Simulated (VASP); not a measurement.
SiO2:

```
Si O
1.0
     0.00000    2.21889    2.21889
     2.21889    0.00000    2.21889
     2.21889    2.21889    0.00000
Si O
1 2
Direct
  0.00000 0.00000 0.00000
  0.25000 0.25000 0.25000
  0.75000 0.75000 0.75000
```

This cell differs from its parent crystal: strain -2.0%.

Program: VASP 6.6.1. Alike in all runs: task single point; potentials or basis VASP PAW PBE potentials, release 64 (Si, O); no spin polarisation; cell as given; cutoff (eV) 520.

Task: Order these runs on this cell by their band gap on the k mesh, lowest first.
A. level PBE; k mesh 10 × 10 × 10; smearing fermi-dirac 0.02 eV
B. level HSE06; k mesh 6 × 6 × 6; smearing gaussian 0.01 eV; grid for exact exchange (PRECFOCK) Normal; share of exact exchange 0.25; screening parameter 0.2079 1/Å
C. level r2SCAN; k mesh 10 × 10 × 10; smearing gaussian 0.01 eV

Result: A (2.11 eV), C (2.75 eV), B (3.65 eV).

A k mesh can miss the band edges.
